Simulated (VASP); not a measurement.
# Ge (Fmmm) in VASP: settings compared, part 2 of 2

VASP 6.6.1. Earlier steps stand in the parts before.

### 4 Relaxation of cell and atoms, PBEsol, target pressure 2 GPa, at which the enthalpy is minimised

The input, INCAR:

```
SYSTEM = Ge
  ALGO = Normal
  EDIFF = 1E-7
  EDIFFG = -0.01
  ENCUT = 600
  GGA = PS
  IBRION = 2
  ISIF = 3
  ISMEAR = -1
  LASPH = .TRUE.
  LCHARG = .FALSE.
  LREAL = .FALSE.
  LWAVE = .FALSE.
  NELM = 80
  NSW = 60
  PREC = Accurate
  PSTRESS = 20.0
  SIGMA = 0.05
```

The input, KPOINTS:

```
k-points
0
G
  7 7 7
  0 0 0
```

The input, POSCAR:

```
Ge
1.0
    0.0000000000      2.8857400000      5.1156650000
    2.6304970000      0.0000000000      5.1156650000
    2.6304970000      2.8857400000      0.0000000000
Ge
4
Direct
    0.7264900000      0.2735100000      0.7264900000
    0.2735100000      0.7264900000      0.2735100000
    0.2181330000      0.2181330000      0.7818670000
    0.7818670000      0.7818670000      0.2181330000
```

Potentials or basis: VASP PAW PBE potentials, release 64 (Ge_d).

Command:

```
$ cat potpaw_PBE.64/Ge_d/POTCAR > POTCAR
$ mpirun -np 1 vasp_std > vasp.out
```

OUTCAR:

```text
SYSTEM = Ge
   EDIFF = 1E-7
   EDIFFG = -0.01
   ENCUT = 600
   GGA = PS
   IBRION = 2
   ISIF = 3
   ISMEAR = -1
   LASPH = .TRUE.
   LREAL = .FALSE.
   NELM = 80
   NSW = 60
   PREC = Accurate
   PSTRESS = 20.0

 ion  position               nearest neighbor table
   1  0.726  0.274  0.726-   2 2.61   2 2.64   2 2.64   3 2.73   4 2.73
   2  0.274  0.726  0.274-   1 2.61   1 2.64   1 2.64   3 2.73   4 2.73
   3  0.218  0.218  0.782-   4 2.71   4 2.71   1 2.73   2 2.73
   4  0.782  0.782  0.218-   3 2.71   3 2.71   1 2.73   2 2.73

  LATTYP: Found a face centered orthorhombic cell.
 ALAT       =     5.2609940000
 B/A-ratio  =     1.0970322338
 C/A-ratio  =     1.9447522654

  Lattice vectors:

 A1 = (   0.0000000000,   2.8857400000,   5.1156650000)
 A2 = (   2.6304970000,   0.0000000000,   5.1156650000)
 A3 = (   2.6304970000,   2.8857400000,   0.0000000000)

Analysis of symmetry for initial positions (statically):
=====================================================================
 Subroutine PRICEL returns:
 Original cell was already a primitive cell.

 Routine SETGRP: Setting up the symmetry group for a
 face centered orthorhombic supercell.

 Subroutine GETGRP returns: Found  8 space group operations
[... 179 lines left out ...]
  external PRESSURE =     -53.9780601 kB  Pullay stress =      20.0000000 kB
[... 103 lines left out ...]
  energy  without entropy=      -19.0481912230  energy(sigma->0) =      -19.05378735

  enthalpy is  TOTEN    =       -18.1594508103 eV   P V=        0.8999326685

[... ionic steps 4 to 16 ...]

--------------------------------------- Ionic step       17  -------------------------------------------

 number of electron      56.0000019 magnetization

------------------------ aborting loop because EDIFF is reached ----------------------------------------
[... 75 lines left out ...]
--------------------------------------- Ionic step       19  -------------------------------------------

 number of electron      56.0000019 magnetization

 Free energy of the ion-electron system (eV)
  ---------------------------------------------------
  ext. energy  EPLUGINS =         0.00000000
  ---------------------------------------------------
  free energy    TOTEN  =       -19.06470830 eV

  energy without entropy =      -19.05232532  energy(sigma->0) =      -19.05851681

 E-fermi :   7.0002     XC(G=0): -11.6340

 val. band max:        6.9914222398   @ k =  -0.4286   0.2857   0.0000
 cond. band min:       7.0363029813   @ k =  -0.4286   0.1429   0.1429
 fundamental gap:      0.0448807414
 Fermi energy:         7.0002140003

 k-point     1 :       0.0000    0.0000    0.0000
  band No.  band energies     occupation
      1     -17.7127      2.00000
      2     -17.6671      2.00000
      3     -17.6180      2.00000
      4     -17.6056      2.00000
      5     -17.6040      2.00000
      6     -17.5993      2.00000
[... 853 lines left out ...]
     32      11.5816      0.00000
     33      11.8733      0.00000

 [... further k-points ...]

------------------------ aborting loop because EDIFF is reached ----------------------------------------

  FORCE on cell =-STRESS in cart. coord.  units (eV):
  Direction    XX          YY          ZZ          XY          YZ          ZX
  --------------------------------------------------------------------------------------
  -------------------------------------------------------------------------------------
  Total        0.9136329      0.9279063      0.9000235     -0.0000000      0.0000000      0.0000000
  in kB       20.4001780     20.7188825     20.0962985     -0.0000000      0.0000000      0.0000000
  external PRESSURE =       0.4051197 kB  Pullay stress =      20.0000000 kB
[... 23 lines left out ...]
  energy  without entropy=      -19.0523253190  energy(sigma->0) =      -19.05851681

  enthalpy is  TOTEN    =       -18.1689975830 eV   P V=        0.8957107165

 reached required accuracy - stopping structural energy minimisation
```

OSZICAR:

```text
N       E                     dE             d eps       ncg     rms          rms(c)
DAV:   1     0.485201331304E+03    0.48520E+03   -0.30659E+04  4880   0.527E+03
DAV:   2     0.624458189088E+02   -0.42276E+03   -0.41695E+03  4224   0.861E+02
DAV:   3    -0.148989063961E+02   -0.77345E+02   -0.76530E+02  4755   0.220E+02
DAV:   4    -0.190319323333E+02   -0.41330E+01   -0.41087E+01  4882   0.596E+01
[... 193 lines left out ...]
DAV:   2    -0.190647145157E+02    0.99719E-05   -0.47610E-05  5065   0.109E-01    0.149E-02
DAV:   3    -0.190647084972E+02    0.60185E-05   -0.16315E-05  5520   0.629E-02    0.228E-03
DAV:   4    -0.190647084541E+02    0.43114E-07   -0.38440E-06  4609   0.385E-02    0.136E-03
DAV:   5    -0.190647083315E+02    0.12252E-06   -0.53652E-07  3868   0.257E-02    0.644E-04
DAV:   6    -0.190647082994E+02    0.32098E-07   -0.11793E-07  2275   0.119E-02
  19 F= -.18168998E+02 E0= -.18162806E+02  d E =-.773213E-04
```

CONTCAR:

```text
Ge
   1.00000000000000
     0.0000000000000000    2.8335753102394334    4.9101857933511504
     2.5786100807254000   -0.0000000000000001    4.9101857933511504
     2.5786100807254000    2.8335753102394334    0.0000000000000000
  Ge
     4
Direct
     0.7270546727417969    0.2729453272582030    0.7270546727417969
     0.2729453272582030    0.7270546727417969    0.2729453272582030
     0.2244806486914352    0.2244806486914352    0.7755193513085648
     0.7755193513085648    0.7755193513085648    0.2244806486914352

  0.00000000E+00  0.00000000E+00  0.00000000E+00
  0.00000000E+00  0.00000000E+00  0.00000000E+00
  0.00000000E+00  0.00000000E+00  0.00000000E+00
  0.00000000E+00  0.00000000E+00  0.00000000E+00
```

Run time: 41 min. Hardware: 1 thread of Intel Xeon Platinum 8259CL at 2.50GHz (Skylake/Cascade Lake), shared host; peak memory 0.36 GiB.

What came out:

| Item | Value |
| --- | --- |
| Free energy | -19.0647 eV |
| Relaxed volume | 17.94 Å³/atom |
| Relaxed cell | a = 5.669 Å, b = 5.546 Å, c = 3.831 Å, α = 71.76°, β = 68.30°, γ = 39.93° |
| Space group after relaxing (to 0.1 Å) | Fmmm (No. 69) |
| Energy change on relaxing (the run minimises the enthalpy) | -9.6 meV/atom |
| Ionic steps | 19 |
| Pressure after relaxing | 2.0 GPa |
| Largest force after relaxing | 0.004 eV/Å |
| Band gap on the k mesh | zero (bands 28 and 29 overlap by 3.01 eV) |

Forces on the atoms (eV/Å):
```
Ge   0.000 -0.001  0.000
Ge   0.000  0.001  0.000
Ge   0.000  0.000  0.004
Ge   0.000  0.000 -0.004
```

The path:
| step | energy change (eV) | largest force (eV/Å) | pressure (GPa) | volume (Å³) |
| --- | --- | --- | --- | --- |
| 1 | 0.0000 | 0.0423 | -3.40 | 77.67 |
| 2 | -0.0043 | 0.1007 | 4.14 | 70.54 |
| 3 | -0.0332 | 0.0843 | 1.99 | 72.09 |
| 4 | -0.0318 | 0.0850 | 2.10 | 71.98 |
| 5 | -0.0328 | 0.0887 | 2.15 | 71.94 |
| 6 | -0.0345 | 0.1093 | 2.21 | 71.81 |
| 7 | -0.0249 | 0.0880 | 2.36 | 71.53 |
| 8 | -0.0342 | 0.1089 | 2.21 | 71.76 |
| 9 | -0.0383 | 0.0769 | 1.93 | 71.97 |
| 10 | -0.0421 | 0.0398 | 1.58 | 72.22 |
| 11 | -0.0402 | 0.0528 | 1.79 | 71.98 |
| 12 | -0.0351 | 0.0753 | 2.22 | 71.57 |
| 13 | -0.0377 | 0.0658 | 2.14 | 71.75 |
| 14 | -0.0384 | 0.0628 | 2.03 | 71.81 |
| 15 | -0.0381 | 0.0638 | 2.06 | 71.79 |
| 16 | -0.0386 | 0.0462 | 2.03 | 71.79 |
| 17 | -0.0391 | 0.0151 | 1.96 | 71.81 |
| 18 | -0.0384 | 0.0038 | 2.07 | 71.75 |
| 19 | -0.0385 | 0.0035 | 2.04 | 71.75 |

Final structure:
```
Ge
1.0
     0.00000    2.83358    4.91019
     2.57861    0.00000    4.91019
     2.57861    2.83358    0.00000
Ge
4
Direct
  0.72705 0.27295 0.72705
  0.27295 0.72705 0.27295
  0.22448 0.22448 0.77552
  0.77552 0.77552 0.22448
```

Caveat: the cell is relaxed towards a set pressure, so the run minimises the enthalpy, not the energy; the PAW data sets were made with another functional, which shifts forces and pressure a little.

### 5 The runs side by side

```tsv
task	level	potentials or basis	cell	cutoff (eV)	gap on the mesh (eV)	pressure (GPa)	largest force (eV/Å)
single point	LDA	VASP PAW LDA potentials, release 64 (Ge_d)	as given	520	none	-5.2	0.04
relaxation of cell and atoms	PBEsol	VASP PAW PBE potentials, release 64 (Ge_d)	relaxed	600	none	0.0	0.01
relaxation of cell and atoms	PBEsol	VASP PAW PBE potentials, release 64 (Ge_d)	relaxed to 2 GPa	600	none	2.0	-
```

Alike in all rows: no spin polarisation; k mesh 7 × 7 × 7; smearing fermi-dirac 0.05 eV.

Caveats: the PAW data sets were made with another functional, which shifts forces and pressure a little (at least some runs); the cell stands under tension (at least some runs); the cell is relaxed towards a set pressure, so the run minimises the enthalpy, not the energy (at least some runs).

Absolute energies hang on the potentials; compare differences alone.
